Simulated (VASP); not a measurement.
# Al15RuO24 (a cell with a defect) in VASP: further runs

Al15RuO24 (a cell with a defect) is run at these levels: PBE; tasks: electric field gradients.

Everything below comes from runs of VASP 6.6.1. Logs are shortened: lines on timing, memory, paths and dates and some standing lists are left out, and cuts for length are marked.

**1. The cell of the first run**

The cell holds a defect, 40 atoms: a = 5.181 Å, b = 10.361 Å, c = 10.361 Å, α = 55.29°, β = 55.29°, γ = 55.29°.

**2. Electric field gradients, PBE, collinear spin, ferromagnetic start**

File INCAR:

```
SYSTEM = Al15RuO24
  PREC = Accurate
  ENCUT = 520
  EDIFF = 1E-8
  ISMEAR = -1
  SIGMA = 0.01
  LREAL = .FALSE.
  LASPH = .TRUE.
  NELM = 200
  ALGO = Normal
  ISIF = 2
  LWAVE = .FALSE.
  LCHARG = .FALSE.
  ISPIN = 2
  MAGMOM = 0.01 0.01 0.01 0.01 0 0.01 0.01 0.01 0.01 0.01 0.01 0.01 0 0 0.01 2 0.01 0.01 0.08 0.01 0.08 0.01 0.01 0.01 0.01 0.11 0.02 0.11 0.06 0.14 0.02 0.01 0.01 0.01 0.02 0.01 0.01 0.01 0.01 0.02
  LORBIT = 11
  NUPDOWN = 4.0
  LMAXMIX = 4
  GGA = PE
  LEFG = .TRUE.
  NELECT = 204.0
  NBANDS = 132
  GGA_COMPAT = .FALSE.
```

File KPOINTS:

```
Automatic mesh
0
Gamma
  1 1 1
  0.25 0.25 0.25
```

File POSCAR:

```
Al15RuO24
1.0
    2.4039417622      1.3879164235      4.3742070937
   -4.8078835245      2.7758328471      8.7484141875
    0.0000000000     -5.5516656942      8.7484141875
Al Ru O
15 1 24
Direct
    0.6478877100      0.3239438500      0.3239438500
    0.1478877100      0.0739438500      0.0739438500
    0.3521122900      0.1760561500      0.1760561500
    0.6478877100      0.3239438500      0.8239438500
    0.8521122900      0.4260561500      0.9260561500
    0.1478877100      0.0739438500      0.5739438500
    0.3521122900      0.1760561500      0.6760561500
    0.6478877100      0.8239438500      0.3239438500
    0.8521122900      0.9260561500      0.4260561500
    0.1478877100      0.5739438500      0.0739438500
    0.3521122900      0.6760561500      0.1760561500
    0.6478877100      0.8239438500      0.8239438500
    0.8521122900      0.9260561500      0.9260561500
    0.1478877100      0.5739438500      0.5739438500
    0.3521122900      0.6760561500      0.6760561500
    0.8521122900      0.4260561500      0.4260561500
    0.4438508600      0.0280745700      0.3750000000
    0.9438508600      0.1250000000      0.2780745700
    0.0561491400      0.3750000000      0.2219254300
    0.7500000000      0.2219254300      0.0280745700
    0.2500000000      0.2780745700      0.4719254300
    0.5561491400      0.4719254300      0.1250000000
    0.4438508600      0.0280745700      0.8750000000
    0.9438508600      0.1250000000      0.7780745700
    0.0561491400      0.3750000000      0.7219254300
    0.7500000000      0.2219254300      0.5280745700
    0.2500000000      0.2780745700      0.9719254300
    0.5561491400      0.4719254300      0.6250000000
    0.4438508600      0.5280745700      0.3750000000
    0.9438508600      0.6250000000      0.2780745700
    0.0561491400      0.8750000000      0.2219254300
    0.7500000000      0.7219254300      0.0280745700
    0.2500000000      0.7780745700      0.4719254300
    0.5561491400      0.9719254300      0.1250000000
    0.4438508600      0.5280745700      0.8750000000
    0.9438508600      0.6250000000      0.7780745700
    0.0561491400      0.8750000000      0.7219254300
    0.7500000000      0.7219254300      0.5280745700
    0.2500000000      0.7780745700      0.9719254300
    0.5561491400      0.9719254300      0.6250000000
```

Potentials or basis: VASP PAW PBE potentials, release 64 (Al, Ru_pv, O).

Launch:

```console
cat potpaw_PBE.64/Al/POTCAR potpaw_PBE.64/Ru_pv/POTCAR potpaw_PBE.64/O/POTCAR > POTCAR
mpirun -np 1 vasp_std > vasp.out
```

OUTCAR:

```text
SYSTEM = Al15RuO24
   PREC = Accurate
   ENCUT = 520
   EDIFF = 1E-8
   ISMEAR = -1
   LREAL = .FALSE.
   LASPH = .TRUE.
   NELM = 200
   ISIF = 2
   ISPIN = 2
   LORBIT = 11
   NUPDOWN = 4.0
   GGA = PE
   NELECT = 204.0

 ion  position               nearest neighbor table
   1  0.648  0.324  0.324-  18 1.87  22 1.87  21 1.87  19 1.99  26 1.99  29 1.99  16 2.68   3 2.82
                             7 2.82  11 2.82   5 3.25   9 3.25  16 3.25
   2  0.148  0.074  0.074-  23 1.87  31 1.87  20 1.87  34 1.99  27 1.99  18 1.99   3 2.68  13 2.82
                             9 2.82   5 2.82   7 3.25  11 3.25   3 3.25
   3  0.352  0.176  0.176-  19 1.87  17 1.87  20 1.87  18 1.99  27 1.99  34 1.99   2 2.68   1 2.82
                             4 2.82   8 2.82   6 3.25  10 3.25   2 3.25
   4  0.648  0.324  0.824-  24 1.87  28 1.87  27 1.87  25 1.99  20 1.99  35 1.99   5 2.68   7 2.82
                             3 2.82  15 2.82  16 3.25  13 3.25   5 3.25
   5  0.852  0.426  0.926-  22 1.87  36 1.87  27 1.87  35 1.99  20 1.99  25 1.99   4 2.68  10 2.82
                            14 2.82   2 2.82   1 3.25  12 3.25   4 3.25
   6  0.148  0.074  0.574-  17 1.87  37 1.87  26 1.87  40 1.99  21 1.99  24 1.99   7 2.68   9 2.82
                            13 2.82  16 2.82   3 3.25  15 3.25   7 3.25
   7  0.352  0.176  0.676-  25 1.87  23 1.87  26 1.87  24 1.99  21 1.99  40 1.99   6 2.68   4 2.82
                             1 2.82  12 2.82   2 3.25  14 3.25   6 3.25
   8  0.648  0.824  0.324-  30 1.87  34 1.87  33 1.87  31 1.99  38 1.99  17 1.99   9 2.68  11 2.82
                            15 2.82   3 2.82  13 3.25  16 3.25   9 3.25
   9  0.852  0.926  0.426-  40 1.87  18 1.87  33 1.87  17 1.99  38 1.99  31 1.99   8 2.68   6 2.82
[... 37 lines left out ...]
  39  0.250  0.778  0.972-  12 1.87  13 1.87  10 1.99  11 1.99
  40  0.556  0.972  0.625-   9 1.87  12 1.87   6 1.99   7 1.99

  LATTYP: Found a base centered monoclinic cell.
 ALAT       =    14.1357249094
 B/A-ratio  =     0.6802457681
 C/A-ratio  =     0.3664920514
 COS(beta)  =    -0.1016821369

  Lattice vectors:

 A1 = (   7.2118252867,  -1.3879164236,  -4.3742070938)
 A2 = (   2.4039417622,   6.9395821177,  -4.3742070938)
 A3 = (   2.4039417622,   1.3879164235,   4.3742070937)

Analysis of symmetry for initial positions (statically):
=====================================================================
 Subroutine PRICEL returns:
 Original cell was already a primitive cell.

 Routine SETGRP: Setting up the symmetry group for a
 base centered monoclinic supercell.

 Subroutine GETGRP returns: Found  1 space group operations
 (whereof  1 operations were pure point group operations)
 out of a pool of  4 trial point group operations.

The static configuration has the point symmetry C_1 .

[... 496 lines left out ...]
     -0.00000     -0.00000      4.62064        -0.304144      0.094471      0.072246
      0.00000     -2.77583     12.87619        -0.285112      0.176395     -0.163072
     -0.00000     -2.77583     15.55615         0.023471      0.030090      0.129829
      0.00000     -2.77583      6.31488        -0.323125      0.087204      0.060461
[... 32 lines left out ...]
     -3.13991     -2.88902     16.40328        -0.021486      0.229839     -0.010941
     -3.33595     -0.00000     16.40328         0.207332     -0.174190     -0.246989
 -----------------------------------------------------------------------------------
    total drift:                               -0.000032     -0.000012     -0.000421

  FREE ENERGIE OF THE ION-ELECTRON SYSTEM (eV)
  ---------------------------------------------------
  free  energy   TOTEN  =      -281.5229688342 eV

  energy  without entropy=     -281.5229332497  energy(sigma->0) =     -281.52295104

 Electric field gradients (V/A^2)
---------------------------------------------------------------------
 ion       V_xx      V_yy      V_zz      V_xy      V_xz      V_yz
---------------------------------------------------------------------
   1      -1.482    -5.187     6.669     0.551    -0.474    -1.088
   2      -2.583    -2.942     5.525     0.241     0.010    -0.138
   3      -5.309    -1.113     6.422     0.645     1.958    -0.016
   4      -3.964    -2.760     6.724     1.806    -1.600     0.588
   5      -3.293    -2.652     5.944    -0.347    -0.348     0.109
   6      -3.111    -2.143     5.254    -0.049    -0.667    -0.151
[... 32 lines left out ...]
  39      -1.563     3.507    -1.945    -7.579    30.226    17.486
  40      10.223    -5.829    -4.394     1.610     2.815   -37.399
---------------------------------------------------------------------

 Electric field gradients after diagonalization (V/A^2)
 (convention: |V_zz| > |V_xx| > |V_yy|)
----------------------------------------------------------------------
 ion       V_xx      V_yy      V_zz     asymmetry (V_yy - V_xx)/ V_zz
----------------------------------------------------------------------
   1      -5.353    -1.449     6.801       0.574
   2      -3.065    -2.463     5.528       0.109
   3      -5.716    -1.025     6.741       0.696
   4      -5.487    -1.481     6.969       0.575
   5      -3.452    -2.507     5.959       0.159
   6      -3.168    -2.142     5.310       0.193
[... 32 lines left out ...]
  39      30.656     8.781   -39.437       0.555
  40      32.329    10.372   -42.701       0.514
----------------------------------------------------------------------

           NMR quadrupolar parameters

 Cq : quadrupolar parameter    Cq=e*Q*V_zz/h
 eta: asymmetry parameters     (V_yy - V_xx)/ V_zz
 Q  : nuclear electric quadrupole moment in mb (millibarn)
----------------------------------------------------------------------
 ion       Cq(MHz)       eta       Q (mb)
----------------------------------------------------------------------
   1       0.016       0.574       1.000
   2       0.013       0.109       1.000
   3       0.016       0.696       1.000
   4       0.017       0.575       1.000
   5       0.014       0.159       1.000
   6       0.013       0.193       1.000
[... 32 lines left out ...]
  39      -0.095       0.555       1.000
  40      -0.103       0.514       1.000
----------------------------------------------------------------------

 total charge

# of ion       s       p       d       tot
------------------------------------------
    1        0.316   0.391   0.000   0.706
    2        0.315   0.391   0.000   0.706
    3        0.323   0.391   0.000   0.713
    4        0.319   0.390   0.000   0.709
    5        0.314   0.390   0.000   0.703
    6        0.315   0.388   0.000   0.703
[... 32 lines left out ...]
   39        1.553   3.626   0.000   5.179
   40        1.552   3.627   0.000   5.179
--------------------------------------------------
tot         42.462  99.259   6.165 147.886

 magnetization (x)

# of ion       s       p       d       tot
------------------------------------------
    1        0.008   0.002   0.000   0.010
    2        0.007   0.002   0.000   0.009
    3        0.015   0.003   0.000   0.019
    4        0.009   0.003   0.000   0.012
    5        0.006   0.001   0.000   0.007
    6        0.010   0.002   0.000   0.011
[... 32 lines left out ...]
   39        0.007   0.006   0.000   0.013
   40        0.006   0.009   0.000   0.015
--------------------------------------------------
tot          0.378   0.511   2.506   3.395
```

OSZICAR:

```text
N       E                     dE             d eps       ncg     rms          rms(c)
DAV:   1     0.124902802911E+04    0.12490E+04   -0.11062E+05   544   0.149E+03
DAV:   2    -0.230676736527E+03   -0.14797E+04   -0.14389E+04   640   0.337E+02
[... 32 lines left out ...]
DAV:  35    -0.281522968835E+03   -0.34011E-07   -0.23798E-05   616   0.975E-03    0.447E-03
DAV:  36    -0.281522968745E+03    0.90207E-07   -0.82591E-06   664   0.541E-03    0.635E-03
DAV:  37    -0.281522968816E+03   -0.71268E-07   -0.28742E-06   584   0.347E-03    0.232E-03
DAV:  38    -0.281522968831E+03   -0.14104E-07   -0.14297E-07   552   0.876E-04    0.130E-03
DAV:  39    -0.281522968832E+03   -0.12187E-08   -0.12862E-07   432   0.723E-04    0.638E-04
DAV:  40    -0.281522968834E+03   -0.24665E-08   -0.70077E-09   304   0.260E-04
   1 F= -.28152297E+03 E0= -.28152295E+03  d E =-.355845E-04  mag=     4.0000
```

stdout:

```text
POSCAR found type information on POSCAR AlRuO
 POSCAR found :  3 types and      40 ions
 scaLAPACK will be used
 -----------------------------------------------------------------------------
|                                                                             |
[... 118 lines left out ...]
ion  10
     0.0000349    -0.0122843     0.0232576    -0.2935105    -0.0116494     0.0197332
     0.0000480    -0.0122843     0.0232576    -0.2935105    -0.0116494     0.0197332
     0.0000661    -0.0122843     0.0232576    -0.2935105    -0.0116494     0.0197332
     0.0000910    -0.0122843     0.0232576    -0.2935105    -0.0116494     0.0197332

     0.0000349    -0.1906747     0.4248897    -4.0849651    -0.2027667     0.3720208
     0.0000480    -0.1906746     0.4248893    -4.0849617    -0.2027666     0.3720205
     0.0000661    -0.1906743
```

Wall time 16 min (1 thread of Oxide Virtual Turin-like, shared host); peak memory 0.77 GiB.

Results:

| Item | Value |
| --- | --- |
| Free energy | -281.5230 eV |
| Largest force | 6.863 eV/Å |
| Net moment | 4.00 μB per cell |
| Site moments | Al +0.01, +0.02 (each value once); Ru +2.55; O +0.01, +0.06, +0.07, +0.09, +0.08, +0.05, +0.12, +0.02 (each value once) μB |
| Largest electric field gradient by atom | Al +6.8, +5.5, +6.7, +7.0, +6.0, +5.3, +7.4, +6.3, +5.9, +5.2, +5.6, +5.4 (each value once); Ru +145.2; O -39.6, -37.8, -40.2, -38.9, -41.9, -39.5, -39.4, -39.8, -44.0, -40.0, -27.1, -38.4, -36.4, -38.1, -39.1, -39.2, -38.7, -39.3, -39.7, -42.7 (each value once) V/Å² |
| Valence electrons inside the program's atomic spheres | Al 0.71, 0.70 (each value once); Ru 12.97; O 5.18, 5.19 (each value once) |

Forces in eV/Å, atoms in the order of the input:
```
Al   0.035 -0.118 -0.072
Al  -0.071  0.016  0.068
Al  -0.304  0.094  0.072
Al  -0.285  0.176 -0.163
Al   0.023  0.030  0.130
Al  -0.323  0.087  0.060
Al   0.057  0.352 -0.098
Al   0.225  0.118 -0.118
Al  -0.076  0.013  0.102
Al   0.146 -0.321 -0.078
Al   0.000 -0.244 -0.103
Al  -0.002  0.021 -0.098
Al   0.008 -0.011  0.068
Al   0.329  0.025  0.090
Al   0.240 -0.207 -0.158
Ru  -0.083  0.448  0.818
O    0.106 -0.034 -0.032
O    0.188 -0.069 -0.212
O    1.919  2.669 -3.148
O    0.171  0.074  0.027
O    5.314 -0.363  2.819
O   -0.091  0.037 -0.035
O    0.064 -0.106  0.001
O    0.076 -0.128 -0.018
O   -0.054 -0.027 -0.034
O    1.777 -3.081 -3.439
O    0.135 -0.096 -0.276
O   -3.180 -4.969  2.902
O   -3.005 -0.064 -2.573
O   -2.760  5.464  3.104
O   -0.087  0.094  0.252
O   -0.119  0.045  0.013
O   -0.081  0.064  0.010
O   -0.068  0.027 -0.008
O   -0.045 -0.008  0.335
O   -0.363 -0.095  0.005
O    0.060 -0.042  0.027
O   -0.063  0.073  0.016
O   -0.021  0.230 -0.011
O    0.207 -0.174 -0.247
```

Electric field gradients, principal values (V/Å²):
```tsv
atom	least	middle	greatest (by size)
1 Al	-1.449	-5.353	6.801
2 Al	-2.463	-3.065	5.528
3 Al	-1.025	-5.716	6.741
4 Al	-1.481	-5.487	6.969
5 Al	-2.507	-3.452	5.959
6 Al	-2.142	-3.168	5.310
7 Al	-2.361	-5.003	7.364
8 Al	-1.771	-4.514	6.285
9 Al	-2.503	-3.389	5.892
10 Al	-2.214	-2.991	5.205
11 Al	-2.409	-4.265	6.674
12 Al	-2.809	-3.126	5.935
13 Al	-2.669	-2.959	5.628
14 Al	-2.609	-2.737	5.346
15 Al	-1.898	-3.535	5.434
16 Ru	-8.355	-136.884	145.239
17 O	9.753	29.873	-39.626
18 O	8.735	29.048	-37.783
19 O	9.077	31.167	-40.244
20 O	10.323	28.548	-38.871
21 O	2.744	39.200	-41.945
22 O	9.747	29.710	-39.457
23 O	10.094	29.275	-39.369
24 O	9.360	30.193	-39.553
25 O	9.899	29.873	-39.772
26 O	9.824	34.209	-44.033
27 O	8.793	31.175	-39.967
28 O	4.120	22.939	-27.058
29 O	11.622	26.792	-38.414
30 O	5.652	30.715	-36.367
31 O	11.186	26.956	-38.142
32 O	9.169	29.910	-39.079
33 O	8.310	30.907	-39.216
34 O	8.282	30.459	-38.741
35 O	11.557	27.819	-39.377
36 O	8.501	30.771	-39.272
37 O	10.567	29.055	-39.623
38 O	9.503	30.210	-39.713
39 O	8.781	30.656	-39.437
40 O	10.372	32.329	-42.701
```

Caveat: the k points lie up to 1.22 Å⁻¹ apart, too coarse for converged energies, forces and pressures; the cell carries a net charge on a neutralising background, which shifts energy and pressure; the cell is charged against a uniform background, so pressure and absolute levels hang on convention; the moment is held away from its start; without QUAD_EFG the Cq values of the log hold for a quadrupole moment of 1 mb, not for the nuclei; the total moment is fixed, so each spin has its own Fermi level and the state may be an excited one.

(Part 1 of 2 ends here.)
